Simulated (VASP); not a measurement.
# CaTiS2 (P-3m1) in VASP: notebook

Runs on CaTiS2. Level: PBE. Tasks: single point.

All numbers are computed with VASP 6.6.1; they aren't measurements. Logs are shortened: lines on timing, memory, paths and dates and some standing lists are left out, and cuts for length are marked.

## Step 1: The cell of the first run

It takes space group P-3m1 (No. 164, trigonal). Conventional cell: a = 3.571 Å, b = 3.571 Å, c = 6.408 Å, α = 90.00°, β = 90.00°, γ = 120.00°. Ti (site symmetry -3m) has 6 S at 2.50 Å and 2 Ca at 3.20 Å within 3.3 Å. Within 3.6 Å of Ca (site symmetry -3m) lie 6 S at 2.73 Å and 2 Ti at 3.20 Å and 6 Ca at 3.57 Å. Within 3.3 Å of S (site symmetry 3m) lie 3 Ti at 2.50 Å and 3 Ca at 2.73 Å.

## Step 2: Single point, PBE

Contents of INCAR:

```
ALGO = Normal ; EDIFF = 1E-7
ENCUT = 520 ; GGA = PE
ISIF = 2 ; ISMEAR = -1
LASPH = T ; LCHARG = F
LREAL = F ; LWAVE = F
NBANDS = 25 ; NELM = 80
PREC = Accurate ; SIGMA = 0.05
```

Contents of KPOINTS:

```
k-points
0
Gamma
  8 8 4
```

Contents of POSCAR:

```
CaTiS2
1.0
    3.5707264573      0.0000000000      0.0000000000
   -1.7853632286      3.0923398220      0.0000000000
    0.0000000000      0.0000000000      6.4079644893
Ti Ca S
1 1 2
Direct
    0.0000000000      0.0000000000      0.0000000000
    0.0000000000      0.0000000000      0.5000000000
    0.6666666667      0.3333333333      0.2196630000
    0.3333333333      0.6666666667      0.7803370000
```

Potentials or basis: VASP PAW PBE potentials, release 64 (Ti_sv, Ca_sv, S).

Launch:

```sh
$ cat potpaw_PBE.64/Ti_sv/POTCAR potpaw_PBE.64/Ca_sv/POTCAR potpaw_PBE.64/S/POTCAR > POTCAR
$ mpirun -np 1 vasp_std > vasp.out
```

OUTCAR:

```text
EDIFF = 1E-7
   ENCUT = 520
   GGA = PE
   ISIF = 2
   ISMEAR = -1
   LASPH = T
   LREAL = F
   NELM = 80
   PREC = Accurate

 ion  position               nearest neighbor table
   1  0.000  0.000  0.000-   3 2.50   4 2.50   4 2.50   3 2.50   3 2.50   4 2.50
   2  0.000  0.000  0.500-   3 2.73   4 2.73   4 2.73   3 2.73   3 2.73   4 2.73
   3  0.667  0.333  0.220-   1 2.50   1 2.50   1 2.50   2 2.73   2 2.73   2 2.73
   4  0.333  0.667  0.780-   1 2.50   1 2.50   1 2.50   2 2.73   2 2.73   2 2.73

  LATTYP: Found a hexagonal cell.
 ALAT       =     3.5707264573
 C/A-ratio  =     1.7945828576

  Lattice vectors:

 A1 = (   3.5707264573,   0.0000000000,   0.0000000000)
 A2 = (  -1.7853632286,   3.0923398220,   0.0000000000)
 A3 = (   0.0000000000,   0.0000000000,   6.4079644893)

Analysis of symmetry for initial positions (statically):
=====================================================================
 Subroutine PRICEL returns:
 Original cell was already a primitive cell.

 Routine SETGRP: Setting up the symmetry group for a
 hexagonal supercell.

 Subroutine GETGRP returns: Found 12 space group operations
 (whereof 12 operations were pure point group operations)
 out of a pool of 24 trial point group operations.

The static configuration has the point symmetry D_3d.

Analysis of symmetry for dynamics (positions and initial velocities):
=====================================================================
 Subroutine PRICEL returns:
 Original cell was already a primitive cell.

 Routine SETGRP: Setting up the symmetry group for a
 hexagonal supercell.

 Subroutine GETGRP returns: Found 12 space group operations
 (whereof 12 operations were pure point group operations)
 out of a pool of 24 trial point group operations.

The dynamic configuration has the point symmetry D_3d.

 Subroutine INISYM returns: Found 12 space group operations
 (whereof 12 operations are pure point group operations),
 and found     1 'primitive' translations

----------------------------------------------------------------------------------------

                                     Primitive cell

  volume of cell :      70.7561

  direct lattice vectors                    reciprocal lattice vectors
     3.570726457  0.000000000  0.000000000     0.280055057  0.161689862  0.000000000
    -1.785363229  3.092339822  0.000000000     0.000000000  0.323379725  0.000000000
[... 82 lines left out ...]
   ICHARG =      2    charge: 1-file 2-atom 10-const
   ISPIN  =      1    spin polarized calculation?
   LNONCOLLINEAR =      F non collinear calculations
   LSORBIT =      F    spin-orbit coupling
   LASPH  =      T    aspherical Exc in radial PAW
   ENCUT  =  520.0 eV  38.22 Ry    6.18 a.u.   6.64  6.64 11.91*2*pi/ulx,y,z
   NELM   =     80;   NELMIN=  2; NELMDL= -5     # of ELM steps
   EDIFF  = 0.1E-06   stopping-criterion for ELM
   LREAL  =      F    real-space projection
   EDIFFG = 0.1E-05   stopping-criterion for IOM
   NSW    =      0    number of steps for IOM
   IBRION =     -1    ionic relax: 0-MD 1-quasi-New 2-CG
   NFREE  =      0    steps in history (QN), initial steepest desc. (CG)
   ISIF   =      2    stress and relaxation
   ISYM   =      2    0-nonsym 1-usesym 2-fastsym
   POTIM  = 0.5000    time-step for ionic-motion
   TEBEG  =    0.0;   TEEND  =   0.0 temperature during run
   PSTRESS=    0.0 pullay stress
   NELECT =      34.0000    total number of electrons
   NUPDOWN=      -1.0000    fix difference up-down
   EMIN   =  10.00;   EMAX   =-10.00  energy-range for DOS
   EFERMI =   0.00;   METHOD = LEGACY
   ISMEAR =    -1;   SIGMA  =   0.05  broadening in eV -4-tet -1-fermi 0-gaus
   EFERMI_NEDOS =   21; number of points for ismear=-14 and -15
   IALGO  =     38    algorithm
   IMIX   =      4    mixing-type and parameters
     AMIX     =   0.40;   BMIX     =  1.00
     AMIX_MAG =   1.60;   BMIX_MAG =  1.00
  volume/ion in A,a.u.               =      17.69       119.37
  Fermi-wavevector in a.u.,A,eV,Ry     =   1.282271  2.423141 22.370958  1.644219
  Thomas-Fermi vector in A             =   2.414592
   LORBIT       =      0    0 simple, 1 ext, 2 COOP (PROOUT), +10 PAW based schemes
   GGA     = PE    functional components
   LHFCALC =     F    Hartree Fock is set to
   AEXX    =    0.0000 exact exchange contribution
   IVDW    =     0    specifies the selected vdW correction
   LEPSILON=     F    determine dielectric tensor
   LRPA    =     F    only Hartree local field effects (RPA)
 non-spin polarized calculation
  energy-cutoff  :      520.00
  volume of cell :       70.76
 maximum number of plane-waves:      1944
 NGX is ok and might be reduce to    28
   NGX = 13   NGY = 13   NGZ = 23

 number of electron      33.9999996 magnetization

 Free energy of the ion-electron system (eV)
  ---------------------------------------------------
  ext. energy  EPLUGINS =         0.00000000
  ---------------------------------------------------
  free energy    TOTEN  =       -24.11481581 eV

  energy without entropy =      -24.08953799  energy(sigma->0) =      -24.10217690

 E-fermi :   7.9390     XC(G=0): -10.6443

 val. band max:        7.9024436936   @ k =   0.2500   0.2500   0.2500
 cond. band min:       7.9536373081   @ k =   0.0000   0.1250   0.2500
 fundamental gap:      0.0511936145
 Fermi energy:         7.9389929620

 k-point     1 :       0.0000    0.0000    0.0000
  band No.  band energies     occupation
      1     -49.7489      2.00000
      2     -33.2271      2.00000
      3     -26.0862      2.00000
      4     -26.0862      2.00000
      5     -25.8903      2.00000
      6     -14.3765      2.00000
[... 661 lines left out ...]
     24      12.2540      0.00000
     25      12.8159      0.00000

 [... further k-points ...]
[... 5 lines left out ...]
  --------------------------------------------------------------------------------------
  -------------------------------------------------------------------------------------
  Total        2.6942104      2.6942104      3.2722019      0.0000000      0.0000000      0.0000000
  in kB       61.0067925     61.0067925     74.0946383      0.0000000      0.0000000      0.0000000
  external PRESSURE =      65.3694078 kB  Pullay stress =       0.0000000 kB

 VOLUME and BASIS-vectors are now :
 -----------------------------------------------------------------------------
  energy-cutoff  :      520.00
  volume of cell :       70.76
      direct lattice vectors                 reciprocal lattice vectors
     3.570726457  0.000000000  0.000000000     0.280055057  0.161689862  0.000000000
    -1.785363229  3.092339822  0.000000000     0.000000000  0.323379725  0.000000000
     0.000000000  0.000000000  6.407964489     0.000000000  0.000000000  0.156055796

 POSITION                                       TOTAL-FORCE (eV/Angst)
 -----------------------------------------------------------------------------------
      0.00000      0.00000      0.00000         0.000000      0.000000      0.000000
      0.00000      0.00000      3.20398         0.000000      0.000000      0.000000
      1.78536      1.03078      1.40759        -0.000000      0.000000      0.104753
     -0.00000      2.06156      5.00037         0.000000     -0.000000     -0.104753
 -----------------------------------------------------------------------------------
    total drift:                               -0.000000      0.000000      0.000000

  FREE ENERGIE OF THE ION-ELECTRON SYSTEM (eV)
  ---------------------------------------------------
  free  energy   TOTEN  =       -24.1148158069 eV

  energy  without entropy=      -24.0895379930  energy(sigma->0) =      -24.10217690
```

stdout:

```text
POSCAR found type information on POSCAR TiCaS
 POSCAR found :  3 types and       4 ions
 scaLAPACK will be used
 LDA part: xc-table for (Slater+PW92), standard interpolation
 POSCAR, INCAR and KPOINTS ok, starting setup
 FFT: planning ... GRIDC
 FFT: planning ... GRID_SOFT
 FFT: planning ... GRID
 WAVECAR not read
 entering main loop
```

Run time: 53 s. Hardware: 1 thread of Intel Xeon Platinum 8488C (Sapphire Rapids), shared host; peak memory 0.22 GiB.

Results:

* Free energy: -24.1148 eV
* Pressure: 6.5 GPa
* Largest force: 0.105 eV/Å
* Band gap on the k mesh: zero (band 17 reaches 8.00 eV, above the bottom of band 18 at 7.71 eV)

Forces on the atoms (eV/Å):
```
Ti   0.000  0.000  0.000
Ca   0.000  0.000  0.000
S    0.000  0.000  0.105
S    0.000  0.000 -0.105
```

## Step 3: Single point, PBE

This run uses another cell than the first one, of 18.07 Å³/atom, 1.021 times its volume.

Contents of INCAR:

```
SYSTEM = CaTiS2
PREC = Accurate
ENCUT = 520
EDIFF = 1E-6
ISMEAR = -1
SIGMA = 0.05
LREAL = .False.
LASPH = .True.
NELM = 60
ALGO = Normal
ISIF = 2
LWAVE = .False.
LCHARG = .True.
GGA = PE
LELF = .True.
LVHAR = .True.
NBANDS = 25
```

Contents of KPOINTS:

```
Automatic mesh
0
Gamma
  8 8 4
  0 0 0
```

Contents of POSCAR:

```
CaTiS2
1.0
    3.5958732467      0.0000000000      0.0000000000
   -1.7979366234      3.1141175805      0.0000000000
    0.0000000000      0.0000000000      6.4530924867
Ti Ca S
1 1 2
Direct
    0.0000000000      0.0000000000      0.0000000000
    0.0000000000      0.0000000000      0.5000000000
    0.6666666667      0.3333333333      0.2196630000
    0.3333333333      0.6666666667      0.7803370000
```

Potentials or basis: VASP PAW PBE potentials, release 64 (Ti_sv, Ca_sv, S).

Launch:

```sh
$ cat potpaw_PBE.64/Ti_sv/POTCAR potpaw_PBE.64/Ca_sv/POTCAR potpaw_PBE.64/S/POTCAR > POTCAR
$ mpirun -np 1 vasp_std > vasp.out
```

Run time: 50 s. Hardware: 1 thread of Intel Xeon Platinum 8488C (Sapphire Rapids), shared host; peak memory 0.21 GiB.

The run converged. Its results:

```yaml
Free_energy: -24.1659 eV
Pressure: 4.3 GPa
Largest_force: 0.066 eV/Å
Band_gap_on_the_k_mesh: zero (band 17 reaches 7.80 eV, above the bottom of band 18 at 7.52 eV)
```

Forces in eV/Å, atoms in the order of the input:
```
Ti   0.000  0.000  0.000
Ca   0.000  0.000  0.000
S    0.000  0.000  0.066
S    0.000  0.000 -0.066
```

Stress tensor (GPa, compression positive):
```
3.98 0.00 0.00
0.00 3.98 0.00
0.00 0.00 4.83
```

Levels at points of the mesh, in eV from the Fermi level:
```csv
k point,band 13,band 14,band 15,band 16,band 17,band 18,band 19,band 20,band 21,band 22
"(0.00, 0.00, 0.00)",-4.30,-2.94,-2.34,-2.34,-1.07,-0.21,-0.21,0.92,0.92,2.42
"(0.50, 0.00, 0.00)",-5.03,-4.45,-4.38,-3.57,-1.28,0.62,0.85,1.13,1.76,2.84
"(0.00, 0.00, 0.50)",-4.08,-4.08,-2.89,-2.89,-0.07,-0.07,0.20,1.38,2.06,2.06
"(0.50, 0.00, 0.50)",-4.52,-4.44,-4.13,-3.87,-0.81,0.48,0.87,1.14,2.16,2.80
```

(Continued in part 2 of 2.)
